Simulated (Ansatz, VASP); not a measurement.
## RbBr in VASP and in Ansatz

```
CELL_PARAMETERS angstrom
0.00000 3.42750 3.42750
3.25612 0.00000 3.42750
3.25612 3.42750 0.00000
ATOMIC_POSITIONS crystal
Rb 0.00000 0.00000 0.00000
Br 0.50000 0.50000 0.50000
```

Change from the starting cell: strain -0.0500 x Voigt [1, 0, 0, 0, 0, 0], atoms carried along.

Alike in both runs: task single point; functional LDA; k mesh 6 × 6 × 6; occupations gaussian, width 0.05 eV; no spin polarisation.

```csv
,VASP,Ansatz
version,VASP 6.6.1,Ansatz 0.2.0
potentials or method,"VASP PAW LDA potentials, release 64 (Rb_sv, Br), cutoff 520 eV","scalar-relativistic, plane waves, PAW"
valence electrons in the cell,16,16
```

|  | VASP | Ansatz | Ansatz less VASP |
| --- | --- | --- | --- |
| gap on the k mesh at the Fermi level (eV) | 4.01 | 4.00 | -0.009 |
| least direct gap on the mesh (eV) | 4.01 | 4.00 | -0.009 |
| pressure (GPa) | -0.3 | -0.4 | -0.06 |
| traceless stress, the component that is largest in VASP (GPa) | 1.37 | 1.34 | -0.027 |

LDA's correlation is that of Perdew and Zunger in VASP and of Perdew and Wang (1992) in Ansatz.
